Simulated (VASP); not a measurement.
# AlRu (R3m) in VASP: single point with PBE

Aim: the single point of AlRu with PBE.

Program: VASP 6.6.1. These are calculated values, not measurements. Logs are shortened: lines on timing, memory, paths and dates and some standing lists are left out, and cuts for length are marked.

## 1. The cell of the first run

It takes space group R3m (No. 160, trigonal). The conventional cell has a = 4.231 Å, b = 4.231 Å, c = 5.182 Å, α = 90.00°, β = 90.00°, γ = 120.00°. Al (site symmetry 3m) has 8 Ru at 2.39 to 2.79 Å and 6 Al at 2.99 Å within 3.2 Å. Within 3.2 Å of Ru (site symmetry 3m) lie 8 Al at 2.39 to 2.79 Å and 6 Ru at 2.99 Å.

## 2. Single point, PBE (atom 1 (Al) moved by [0.11547, 0.11547, 0.11547] A)

INCAR

```
SYSTEM = AlRu
ALGO     = Normal         ! electronic algorithm
EDIFF    = 1E-6           ! SCF threshold, eV
ENCUT    = 520            ! plane-wave cutoff, eV
GGA      = PE             ! functional
ISIF     = 2              ! what is computed and relaxed
ISMEAR   = -1             ! smearing method
LASPH    = .True.         ! aspherical terms in the spheres
LCHARG   = .False.        ! write CHGCAR
LREAL    = .False.        ! projectors in reciprocal space
LWAVE    = .False.        ! write WAVECAR
NBANDS   = 16             ! bands
NELM     = 100            ! most SCF steps
PREC     = Accurate       ! precision mode
SIGMA    = 0.05           ! smearing width, eV
```

KPOINTS

```
k-points
0
Gamma
  12 12 12
  0 0 0
```

POSCAR

```
AlRu
1.0
    2.9916000000      0.0000000000      0.0000000000
    0.0000000000      2.9916000000      0.0000000000
    0.0000000000      0.0000000000      2.9916000000
Al Ru
1 1
Direct
    0.0385980746      0.0385980746      0.0385980746
    0.5000000000      0.5000000000      0.5000000000
```

Potentials or basis: VASP PAW PBE potentials, release 64 (Al, Ru_pv).

Run with:

```bash
$ cat potpaw_PBE.64/Al/POTCAR potpaw_PBE.64/Ru_pv/POTCAR > POTCAR
$ mpirun -np 1 vasp_std > vasp.out
```

OUTCAR:

```text
SYSTEM = AlRu
   EDIFF = 1E-6
   ENCUT = 520
   GGA = PE
   ISIF = 2
   ISMEAR = -1
   LASPH = .True.
   LREAL = .False.
   NELM = 100
   PREC = Accurate

 ion  position               nearest neighbor table
   1  0.039  0.039  0.039-   2 2.39   2 2.53   2 2.53   2 2.53   2 2.66   2 2.66   2 2.66   2 2.79

   2  0.500  0.500  0.500-   1 2.39   1 2.53   1 2.53   1 2.53   1 2.66   1 2.66   1 2.66   1 2.79

  LATTYP: Found a simple cubic cell.
 ALAT       =     2.9916000000

  Lattice vectors:

 A1 = (   2.9916000000,   0.0000000000,   0.0000000000)
 A2 = (   0.0000000000,   2.9916000000,   0.0000000000)
 A3 = (   0.0000000000,   0.0000000000,   2.9916000000)

Analysis of symmetry for initial positions (statically):
=====================================================================
 Subroutine PRICEL returns:
 Original cell was already a primitive cell.

 Routine SETGRP: Setting up the symmetry group for a
 simple cubic supercell.

 Subroutine GETGRP returns: Found  6 space group operations
 (whereof  6 operations were pure point group operations)
 out of a pool of 48 trial point group operations.

The static configuration has the point symmetry C_3v.

Analysis of symmetry for dynamics (positions and initial velocities):
=====================================================================
 Subroutine PRICEL returns:
 Original cell was already a primitive cell.

 Routine SETGRP: Setting up the symmetry group for a
 simple cubic supercell.

 Subroutine GETGRP returns: Found  6 space group operations
 (whereof  6 operations were pure point group operations)
 out of a pool of 48 trial point group operations.

The dynamic configuration has the point symmetry C_3v.

 Subroutine INISYM returns: Found  6 space group operations
 (whereof  6 operations are pure point group operations),
 and found     1 'primitive' translations

----------------------------------------------------------------------------------------

                                     Primitive cell

  volume of cell :      26.7738

  direct lattice vectors                    reciprocal lattice vectors
     2.991600000  0.000000000  0.000000000     0.334269287  0.000000000  0.000000000
     0.000000000  2.991600000  0.000000000     0.000000000  0.334269287  0.000000000
     0.000000000  0.000000000  2.991600000     0.000000000  0.000000000  0.334269287

  length of vectors
     2.991600000  2.991600000  2.991600000     0.334269287  0.334269287  0.334269287

  position of ions in fractional coordinates (direct lattice)
     0.038598075  0.038598075  0.038598075
     0.500000000  0.500000000  0.500000000
[... 68 lines left out ...]
   PREC   = accura    normal or accurate (medium, high low for compatibility)
   ISTART =      0    job   : 0-new  1-cont  2-samecut
   ICHARG =      2    charge: 1-file 2-atom 10-const
   ISPIN  =      1    spin polarized calculation?
   LNONCOLLINEAR =      F non collinear calculations
   LSORBIT =      F    spin-orbit coupling
   LASPH  =      T    aspherical Exc in radial PAW
   ENCUT  =  520.0 eV  38.22 Ry    6.18 a.u.   5.56  5.56  5.56*2*pi/ulx,y,z
   NELM   =    100;   NELMIN=  2; NELMDL= -5     # of ELM steps
   EDIFF  = 0.1E-05   stopping-criterion for ELM
   LREAL  =      F    real-space projection
   EDIFFG = 0.1E-04   stopping-criterion for IOM
   NSW    =      0    number of steps for IOM
   IBRION =     -1    ionic relax: 0-MD 1-quasi-New 2-CG
   NFREE  =      0    steps in history (QN), initial steepest desc. (CG)
   ISIF   =      2    stress and relaxation
   ISYM   =      2    0-nonsym 1-usesym 2-fastsym
   POTIM  = 0.5000    time-step for ionic-motion
   TEBEG  =    0.0;   TEEND  =   0.0 temperature during run
   PSTRESS=    0.0 pullay stress
   NELECT =      17.0000    total number of electrons
   NUPDOWN=      -1.0000    fix difference up-down
   EMIN   =  10.00;   EMAX   =-10.00  energy-range for DOS
   EFERMI =   0.00;   METHOD = LEGACY
   ISMEAR =    -1;   SIGMA  =   0.05  broadening in eV -4-tet -1-fermi 0-gaus
   EFERMI_NEDOS =   21; number of points for ismear=-14 and -15
   IALGO  =     38    algorithm
   IMIX   =      4    mixing-type and parameters
     AMIX     =   0.40;   BMIX     =  1.00
     AMIX_MAG =   1.60;   BMIX_MAG =  1.00
  volume/ion in A,a.u.               =      13.39        90.34
  Fermi-wavevector in a.u.,A,eV,Ry     =   1.407087  2.659009 26.938090  1.979894
  Thomas-Fermi vector in A             =   2.529382
   LORBIT       =      0    0 simple, 1 ext, 2 COOP (PROOUT), +10 PAW based schemes
   GGA     = PE    functional components
[... 5 lines left out ...]
 non-spin polarized calculation
  energy-cutoff  :      520.00
  volume of cell :       26.77
 maximum number of plane-waves:       739
 NGX is ok and might be reduce to    24
   NGX = 11   NGY = 11   NGZ = 11

 number of electron      16.9999995 magnetization

 Free energy of the ion-electron system (eV)
  ---------------------------------------------------
  ext. energy  EPLUGINS =         0.00000000
  ---------------------------------------------------
  free energy    TOTEN  =       -14.10600112 eV

  energy without entropy =      -14.09430735  energy(sigma->0) =      -14.10015423

 E-fermi :  10.6784     XC(G=0): -12.5544

 val. band max:       10.6777069606   @ k =  -0.0833   0.0833   0.0000
 cond. band min:      10.6837625088   @ k =  -0.0833   0.2500   0.0833
 fundamental gap:      0.0060555482
 Fermi energy:        10.6783737838

 k-point     1 :       0.0000    0.0000    0.0000
  band No.  band energies     occupation
      1     -31.0656      2.00000
      2     -31.0575      2.00000
      3     -31.0575      2.00000
      4       1.0549      2.00000
      5       7.1032      2.00000
      6       7.1032      2.00000
[... 433 lines left out ...]
      3     -31.0420      2.00000
      4       3.4361      2.00000
      5       6.9331      2.00000
      6       7.9043      2.00000
[... 8 lines left out ...]
     15      23.9067      0.00000
     16      25.5418      0.00000

 [... further k-points ...]
[... 5 lines left out ...]
  --------------------------------------------------------------------------------------
  -------------------------------------------------------------------------------------
  Total        0.9362050      0.9362050      0.9362050      0.3640580      0.3640580      0.3640580
  in kB       56.0235957     56.0235957     56.0235957     21.7856561     21.7856561     21.7856561
  external PRESSURE =      56.0235957 kB  Pullay stress =       0.0000000 kB

 VOLUME and BASIS-vectors are now :
 -----------------------------------------------------------------------------
  energy-cutoff  :      520.00
  volume of cell :       26.77
      direct lattice vectors                 reciprocal lattice vectors
     2.991600000  0.000000000  0.000000000     0.334269287  0.000000000  0.000000000
     0.000000000  2.991600000  0.000000000     0.000000000  0.334269287  0.000000000
     0.000000000  0.000000000  2.991600000     0.000000000  0.000000000  0.334269287

 POSITION                                       TOTAL-FORCE (eV/Angst)
 -----------------------------------------------------------------------------------
      0.11547      0.11547      0.11547        -0.975032     -0.975032     -0.975032
      1.49580      1.49580      1.49580         0.975032      0.975032      0.975032
 -----------------------------------------------------------------------------------
    total drift:                               -0.000619     -0.000619     -0.000619

  FREE ENERGIE OF THE ION-ELECTRON SYSTEM (eV)
  ---------------------------------------------------
  free  energy   TOTEN  =       -14.1060011152 eV

  energy  without entropy=      -14.0943073532  energy(sigma->0) =      -14.10015423
```

OSZICAR:

```text
N       E                     dE             d eps       ncg     rms          rms(c)
DAV:   1     0.114859482593E+03    0.11486E+03   -0.91253E+03  6192   0.983E+02
DAV:   2    -0.128940400503E+02   -0.12775E+03   -0.12160E+03  7128   0.292E+02
DAV:   3    -0.147589772113E+02   -0.18649E+01   -0.18595E+01  7848   0.368E+01
DAV:   4    -0.147724426189E+02   -0.13465E-01   -0.13450E-01  7496   0.331E+00
DAV:   5    -0.147726283067E+02   -0.18569E-03   -0.18540E-03  7432   0.375E-01    0.123E+01
DAV:   6    -0.141922106809E+02    0.58042E+00   -0.22009E+00  6640   0.161E+01    0.237E+00
DAV:   7    -0.141224116027E+02    0.69799E-01   -0.17617E-01  6304   0.463E+00    0.211E+00
DAV:   8    -0.141063099788E+02    0.16102E-01   -0.18825E-02  7176   0.112E+00    0.202E-01
DAV:   9    -0.141060193297E+02    0.29065E-03   -0.52443E-04  7272   0.216E-01    0.113E-01
DAV:  10    -0.141060014818E+02    0.17848E-04   -0.63393E-05  7336   0.697E-02    0.369E-02
DAV:  11    -0.141060011152E+02    0.36659E-06   -0.75632E-06  7312   0.359E-02
   1 F= -.14106001E+02 E0= -.14100154E+02  d E =-.116938E-01
```

stdout:

```text
POSCAR found type information on POSCAR AlRu
 POSCAR found :  2 types and       2 ions
 scaLAPACK will be used
 LDA part: xc-table for (Slater+PW92), standard interpolation
 POSCAR, INCAR and KPOINTS ok, starting setup
 FFT: planning ... GRIDC
 FFT: planning ... GRID_SOFT
 FFT: planning ... GRID
 WAVECAR not read
 entering main loop
```

It took 16 s on 1 thread of Intel Xeon 6975P-C (Granite Rapids), shared host; peak memory 0.2 GiB.

What came out:

```yaml
Free_energy: -14.1060 eV
Pressure: 5.6 GPa
Largest_force: 1.689 eV/Å
```

Forces on the atoms (eV/Å):
```
Al  -0.975 -0.975 -0.975
Ru   0.975  0.975  0.975
```

Levels at points of the mesh, in eV from the Fermi level:
| k point | band 6 | band 7 | band 8 | band 9 | band 10 | band 11 | band 12 | band 13 |
| --- | --- | --- | --- | --- | --- | --- | --- | --- |
| (0.00, 0.00, 0.00) | -3.58 | 0.11 | 0.21 | 0.21 | 6.14 | 6.14 | 6.27 | 11.08 |
| (0.50, 0.00, 0.00) | -2.79 | -1.60 | -1.58 | 0.42 | 2.31 | 7.53 | 11.13 | 11.14 |
| (0.50, 0.50, 0.00) | -1.47 | -1.42 | -0.99 | -0.98 | 1.55 | 5.34 | 6.16 | 10.84 |
| (0.50, 0.50, 0.50) | -4.60 | 1.64 | 1.64 | 2.54 | 4.15 | 4.15 | 4.18 | 8.59 |

Caveat: the cell differs from its parent crystal (atom 1 (Al) moved by [0.11547, 0.11547, 0.11547] A); forces of over 1 eV/Å act on the atoms, so gaps and moduli don't describe the material at rest.
